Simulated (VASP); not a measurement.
Input of a VASP 6.6.1 run:

Contents of INCAR:

```
SYSTEM = Ta3N
PREC = Accurate
ENCUT = 520
EDIFF = 1E-7
ISMEAR = -1
SIGMA = 0.05
LREAL = .False.
LASPH = .True.
NELM = 150
ALGO = Normal
ISIF = 2
LWAVE = .False.
LCHARG = .True.
LMAXMIX = 4
LDAU = .True.
LDAUTYPE = 2
LDAUL = 2 -1
LDAUU = 8 0
LDAUJ = 0 0
LDAUPRINT = 1
GGA = PS
LELF = .True.
LVHAR = .True.
NBANDS = 27
```

File KPOINTS:

```
Automatic mesh
0
Gamma
  10 10 4
  0 0 0
```

POSCAR

```
Ta3N
1.0
    3.0530939718      0.0000000000      0.0000000000
   -1.5265469859      2.6440569397      0.0000000000
    0.0000000000      0.0000000000      7.8636985317
Ta N
3 1
Direct
    0.6666666667      0.3333333333      0.8310957986
    0.3333333333      0.6666666667      0.1689042014
    0.0000000000      0.0000000000      0.5000000000
    0.0000000000      0.0000000000      0.0000000000
```

Potentials or basis: VASP PAW PBE potentials, release 64 (Ta_pv, N).

The run is started by

```console
$ cat potpaw_PBE.64/Ta_pv/POTCAR potpaw_PBE.64/N/POTCAR > POTCAR
$ mpirun -np 1 vasp_std > vasp.out
```

Task: What does it give for the pressure?

Result: 3.8 GPa.

Task: What does it give for the band gap on the k mesh?

Result: Zero (bands 19 and 20 overlap by 0.69 eV).

Task: Estimate the largest force.

Result: 1.207 eV/Å.

Eigenvalues of the final occupation matrices:
| site | spin | trace | eigenvalues |
| --- | --- | --- | --- |
| site 1 d | 1 | 1.01 | 0.18 0.18 0.21 0.21 0.24 |
| site 1 d | 2 | 1.01 | 0.18 0.18 0.21 0.21 0.24 |
| site 2 d | 1 | 1.01 | 0.18 0.18 0.21 0.21 0.24 |
| site 2 d | 2 | 1.01 | 0.18 0.18 0.21 0.21 0.24 |
| site 3 d | 1 | 0.92 | 0.11 0.11 0.21 0.21 0.28 |
| site 3 d | 2 | 0.92 | 0.11 0.11 0.21 0.21 0.28 |

Caveat: the stress differs along the axes, from 0 to 6 GPa; the PAW data sets were made with another functional, which shifts forces and pressure a little; spin-orbit coupling is left out, which moves the levels of the heavy elements; U without spin polarisation on a metal has little footing.
